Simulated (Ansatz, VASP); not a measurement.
## Mo3W: VASP beside Ansatz

```xyz
4
Lattice="4.6544 0.0000 0.0000 0.0000 4.6544 0.0000 0.0000 0.0000 3.2912" Properties=species:S:1:pos:R:3 pbc="T T T"
Mo    2.3272    0.0000    0.0000
Mo    2.3272    2.3272    1.6456
Mo    0.0000    2.3272    0.0000
W     0.0000    0.0000    1.6456
```

Alike in both runs: task single point; functional PBE; k mesh 4 × 4 × 6; occupations gaussian, width 0.1 eV; no spin polarisation.

|  | VASP | Ansatz |
| --- | --- | --- |
| version | VASP 6.6.1 | Ansatz 0.2.0 |
| potentials or method | VASP PAW PBE potentials, release 64 (Mo_sv, W_sv), cutoff 520 eV | scalar-relativistic, plane waves, PAW |
| valence electrons in the cell | 56 | 56 |

```csv
,VASP,Ansatz,Ansatz less VASP
gap on the k mesh at the Fermi level (eV),none,none,-
pressure (GPa),-23.9,-24.2,-0.28
"traceless stress, the component that is largest in VASP (GPa)",0.38,0.37,-0.010
```

A gap of «none» marks a metal or a gap that the smearing closes.

Spin-orbit coupling is off throughout.
